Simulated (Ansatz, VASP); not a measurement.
## Two plane-wave programs on Te2Mo

The input INCAR:

```
ALGO     = Normal         # electronic algorithm
EDIFF    = 1E-6           # SCF threshold, eV
ENCUT    = 500            # plane-wave cutoff, eV
GGA      = PE             # functional
GGA_COMPAT= F            
ISIF     = 2              # what is computed and relaxed
ISMEAR   = 0              # smearing method
LASPH    = T              # aspherical terms in the spheres
LCHARG   = F              # write CHGCAR
LREAL    = F              # projectors in reciprocal space
LWAVE    = F              # write WAVECAR
NBANDS   = 20             # bands
NELM     = 120            # most SCF steps
PREC     = Accurate       # precision mode
SIGMA    = 0.1            # smearing width, eV
```

Contents of KPOINTS:

```
k-points
0
Gamma
  3 3 1
```

File POSCAR:

```
Te2Mo
1.0
    3.5602328140      0.0000000000      0.0000000000
   -1.7801164070      3.0832520603      0.0000000000
    0.0000000000      0.0000000000     17.5240578200
Te Mo
2 1
Direct
    0.3333333333      0.6666666667      0.8978554500
    0.3333333333      0.6666666667      0.1021445500
    0.0000000000      0.0000000000      0.0000000000
```

Input for Ansatz:

```yaml
crystal:
  lattice:
    - [3.560232814, 0.0, 0.0]
    - [-1.780116407, 3.0832520603, 0.0]
    - [0.0, 0.0, 17.52405782]
  atoms:
    - { symbol: Te, position: [0.3333333333, 0.6666666667, 0.89785545] }
    - { symbol: Te, position: [0.3333333333, 0.6666666667, 0.10214455] }
    - { symbol: Mo, position: [0.0, 0.0, 0.0] }
basis:
  ecutwfc: 420
kpoints:
  mp_grid: { grid: [3, 3, 1] }
hamiltonian:
  xc: pbe
scf:
  occupations: { method: gaussian, width: 0.1 }
output:
  forces: true
  stress: true
  eigenvalues: true
accuracy: low
```

Alike in both runs: task single point; functional PBE; k mesh 3 × 3 × 1; occupations gaussian, width 0.1 eV; no spin polarisation.

|  | VASP | Ansatz |
| --- | --- | --- |
| version | VASP 6.6.1 | Ansatz 0.2.0 |
| potentials or method | VASP PAW PBE potentials, release 64 (Te, Mo_sv), cutoff 500 eV | scalar-relativistic, plane waves, PAW |
| valence electrons in the cell | 26 | 46 |

|  | VASP | Ansatz | Ansatz less VASP |
| --- | --- | --- | --- |
| gap on the k mesh at the Fermi level (eV) | 1.00 | 1.00 | +0.003 |
| least direct gap on the mesh (eV) | 1.00 | 1.00 | +0.003 |
| rms of the force components (eV/Å) | 0.027 | 0.022 | -0.0047 |

Atom by atom the forces differ by 0.005 eV/Å (rms over components). VASP's potentials hold 26 valence electrons a cell and Ansatz's 46, so a difference there can come from the potentials and not from the codes.

The k mesh is coarse, so the values compare programs but aren't converged. Neither program's run includes spin-orbit coupling.
